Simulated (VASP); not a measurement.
A run of VASP 6.6.1 is set up as follows.

The input INCAR:

```
SYSTEM = GaP
  PREC = Accurate
  ENCUT = 520
  EDIFF = 1E-6
  ISMEAR = -1
  SIGMA = 0.03
  LREAL = .False.
  LASPH = .True.
  NELM = 80
  ALGO = Normal
  ISIF = 2
  LWAVE = .False.
  LCHARG = .False.
  GGA = PS
  NBANDS = 26
```

File KPOINTS:

```
regular mesh
0
Gamma
  9 9 4
  0 0 0
```

POSCAR

```
GaP
1.0
    3.5615490948      0.0000000000      0.0000000000
   -1.7807745474      3.0843919929      0.0000000000
    0.0000000000      0.0000000000      6.0517858936
Ga P
2 2
Direct
    0.0000000000      0.0000000000      0.0000000000
    0.0000000000      0.0000000000      0.5000000000
    0.3333333333      0.6666666667      0.2500000000
    0.6666666667      0.3333333333      0.7500000000
```

Potentials or basis: VASP PAW PBE potentials, release 64 (Ga_d, P).

The run is started by

```console
$ cat potpaw_PBE.64/Ga_d/POTCAR potpaw_PBE.64/P/POTCAR > POTCAR
$ mpirun -np 1 vasp_std > vasp.out
```

Problem. What does it give for the band gap on the k mesh?

Solution. Zero (bands 18 and 19 overlap by 3.93 eV).

Problem. What does it give for the pressure?

Solution. 0.1 GPa.

Caveat: the PAW data sets were made with another functional, which shifts forces and pressure a little.
